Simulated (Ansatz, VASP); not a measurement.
**One calculation of NaI, two programs**

Contents of INCAR:

```
PREC = Accurate
ENCUT = 520
EDIFF = 1E-6
ISMEAR = -1
SIGMA = 0.02
LREAL = F
LASPH = T
NELM = 60
ALGO = Normal
ISIF = 2
LWAVE = F
LCHARG = F
GGA = PE
NBANDS = 14
```

File KPOINTS:

```
regular mesh
0
Gamma
  8 8 8
```

The input POSCAR:

```
NaI
1.0
    0.0000000000      3.2297205115      3.2297205115
    3.3912065371      0.0000000000      3.2297205115
    3.3912065371      3.2297205115      0.0000000000
Na I
1 1
Direct
    0.0000000000      0.0000000000      0.0000000000
    0.5000000000      0.5000000000      0.5000000000
```

Input for Ansatz:

```yaml
crystal:
  lattice:
    - [0.0, 3.2297205115, 3.2297205115]
    - [3.3912065371, 0.0, 3.2297205115]
    - [3.3912065371, 3.2297205115, 0.0]
  atoms:
    - { symbol: Na, position: [0.0, 0.0, 0.0] }
    - { symbol: I, position: [0.5, 0.5, 0.5] }
kpoints:
  mp_grid: { grid: [8, 8, 8] }
  band_path:
    path:
      - [0.0, 0.0, 0.0]
      - [0.5, 0.0, 0.5]
      - [0.625, 0.25, 0.625]
      - [0.375, 0.375, 0.75]
      - [0.5, 0.5, 0.5]
      - [0.5, 0.25, 0.75]
    npoints: 1
hamiltonian:
  xc: pbe
scf:
  occupations: { method: fermi_dirac, width: 0.02 }
  n_extra_bands: 4
output:
  forces: true
  stress: true
  eigenvalues: true
```

Change from the starting cell: uniaxial_x strain +5.0%.

Alike in both runs: task single point; functional PBE; k mesh 8 × 8 × 8; occupations fermi-dirac, width 0.02 eV; no spin polarisation.

|  | VASP | Ansatz |
| --- | --- | --- |
| version | VASP 6.6.1 | Ansatz 0.2.0 |
| potentials or method | VASP PAW PBE potentials, release 64 (Na_pv, I) | plane waves, PAW |
| plane-wave cutoff (eV) | 520 | 420 |
| valence electrons in the cell | 14 | 26 |

|  | VASP | Ansatz | Ansatz less VASP |
| --- | --- | --- | --- |
| gap on the k mesh at the Fermi level (eV) | 3.51 | 3.51 | +0.003 |
| pressure (GPa) | -0.1 | -0.2 | -0.01 |
| traceless stress, the component that is largest in VASP (GPa) | -0.59 | -0.58 | +0.004 |

VASP's potentials hold 14 valence electrons a cell and Ansatz's 26, so a difference there can come from the potentials and not from the codes.

Spin-orbit coupling is off throughout.
